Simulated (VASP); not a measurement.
## Li: single point with PBE

Crystal: Li.

```
CELL_PARAMETERS angstrom
7.09445 0.00000 0.00000
0.00000 7.09445 0.00000
0.00000 0.00000 7.09445
ATOMIC_POSITIONS crystal
Li 0.13987 0.24089 0.83139
Li 0.40147 0.03023 0.14556
Li 0.10291 0.81085 0.94139
Li 0.99776 0.93333 0.48951
Li 0.24574 0.48507 0.13306
Li 0.65571 0.42110 0.02121
Li 0.18378 0.22391 0.47733
Li 0.02546 0.12136 0.19394
Li 0.98675 0.50039 0.49870
Li 0.27822 0.70433 0.41819
Li 0.38687 0.50768 0.79348
Li 0.59270 0.35663 0.51752
Li 0.78263 0.72361 0.19900
Li 0.78133 0.09801 0.74768
Li 0.42821 0.98002 0.59710
Li 0.71081 0.65877 0.72393
```

```json
{
  "Program": "VASP 6.6.1",
  "Task": "single point",
  "Functional": "PBE",
  "Potentials or basis": "VASP PAW PBE potentials, release 64 (Li_sv)",
  "Cutoff": "520 eV",
  "k mesh": "2 × 2 × 2",
  "Occupations": "fermi-dirac, width 0.11 eV",
  "Spin": "no spin polarisation"
}
```

- Largest force: 0.838 eV/Å
- Band gap on the k mesh: zero (band 24 reaches 0.53 eV, above the bottom of band 25 at -0.05 eV)

Forces in eV/Å, atoms in the order of the input:
```
Li  -0.125 -0.117  0.097
Li   0.281  0.006 -0.085
Li  -0.008 -0.061 -0.383
Li  -0.328 -0.526  0.368
Li  -0.163 -0.220  0.314
Li   0.273 -0.646  0.266
Li   0.738  0.392 -0.023
Li  -0.619  0.193 -0.531
Li  -0.379  0.024  0.182
Li   0.428 -0.056 -0.071
Li  -0.419  0.258 -0.457
Li  -0.059 -0.137 -0.621
Li  -0.114  0.285  0.209
Li  -0.003  0.129  0.335
Li   0.129 -0.074  0.395
Li   0.367  0.549  0.003
```

Levels at points of the mesh, in eV from the Fermi level:
```csv
k point,band 20,band 21,band 22,band 23,band 24,band 25,band 26,band 27
"(0.00, 0.00, 0.00)",-1.00,-0.89,-0.88,-0.69,0.37,0.57,0.74,0.90
"(0.50, 0.00, 0.00)",-0.64,-0.53,-0.49,-0.37,-0.35,-0.15,0.01,1.08
"(0.00, 0.50, 0.00)",-0.70,-0.53,-0.44,-0.37,-0.25,-0.22,-0.07,1.18
"(0.00, 0.00, 0.50)",-0.60,-0.55,-0.45,-0.40,-0.30,-0.20,-0.02,0.79
"(0.50, 0.50, 0.00)",-1.87,-0.26,-0.24,-0.06,0.07,0.12,0.31,0.62
"(0.00, 0.50, 0.50)",-1.98,-0.20,-0.17,-0.04,0.07,0.25,0.35,0.49
"(0.50, 0.00, 0.50)",-1.84,-0.33,-0.23,-0.12,0.06,0.16,0.28,0.69
"(0.50, 0.50, 0.50)",-1.60,-1.49,-1.41,-1.34,-1.10,1.54,1.60,1.92
```

It took 2.9 min on 1 thread of Intel(R) Xeon(R) Platinum 8259CL CPU @ 2.50GHz (Skylake/Cascade Lake) (shared host), peak memory 0.37 GiB.

Caveat: the k points lie up to 0.44 Å⁻¹ apart.
